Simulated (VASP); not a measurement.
Here is a VASP 6.6.1 calculation.

File INCAR:

```
PREC = Accurate ; ENCUT = 520
EDIFF = 1E-6 ; ISMEAR = 0
SIGMA = 0.3 ; LREAL = False
LASPH = True ; NELM = 100
ALGO = Normal ; ISIF = 2
LWAVE = False ; LCHARG = True
LELF = True ; LVHAR = True
NBANDS = 32
```

The input KPOINTS:

```
regular mesh
0
Gamma
  7 7 7
```

The input POSCAR:

```
TiZn3
1.0
    3.9322000000      0.0000000000      0.0000000000
    0.0000000000      3.9322000000      0.0000000000
    0.0000000000      0.0000000000      3.9322000000
Ti Zn
1 3
Direct
    0.0000000000      0.0000000000      0.0000000000
    0.0000000000      0.5000000000      0.5000000000
    0.5000000000      0.0000000000      0.5000000000
    0.5000000000      0.5000000000      0.0000000000
```

Potentials or basis: VASP PAW LDA potentials, release 64 (Ti_sv, Zn).

Run with:

```sh
$ cat potpaw_LDA.64/Ti_sv/POTCAR potpaw_LDA.64/Zn/POTCAR > POTCAR
$ mpirun -np 1 vasp_std > vasp.out
```

(1) What does it give for the pressure?

(2) Estimate the band gap on the k mesh.

## Answers

(1) -9.3 GPa.

(2) zero (bands 24 and 25 overlap by 1.73 eV).

Caveat: the cell stands under tension; so wide a smearing shifts energies and pressures.
